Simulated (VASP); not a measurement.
Input of a VASP 6.6.1 run:

File INCAR:

```
SYSTEM = C
  PREC = Accurate
  ENCUT = 520
  EDIFF = 1E-6
  ISMEAR = -1
  SIGMA = 0.1
  LREAL = .False.
  LASPH = .True.
  NELM = 80
  ALGO = Normal
  ISIF = 2
  LWAVE = .False.
  LCHARG = .False.
  NBANDS = 11
```

KPOINTS

```
regular mesh
0
Gamma
  17 17 9
  0 0 0
```

Contents of POSCAR:

```
C
1.0
    1.6953679271      0.0000000000      0.0000000000
   -0.8476839635      1.4682316937      0.0000000000
    0.0000000000      0.0000000000      6.0523248146
C
2
Direct
    0.3333333333      0.6666666667      0.2500000000
    0.6666666667      0.3333333333      0.7500000000
```

Potentials or basis: VASP PAW LDA potentials, release 64 (C).

Run with:

```console
$ cat potpaw_LDA.64/C/POTCAR > POTCAR
$ mpirun -np 1 vasp_std > vasp.out
```

Task: Predict the band gap on the k mesh.

Result: Zero (band 4 reaches 8.55 eV, above the bottom of band 5 at 6.88 eV).

Task: Estimate the pressure.

Result: 0.3 GPa.

Stress tensor (GPa, compression positive):
```
 0.60  0.00  0.00
 0.00  0.60  0.00
 0.00  0.00 -0.16
```
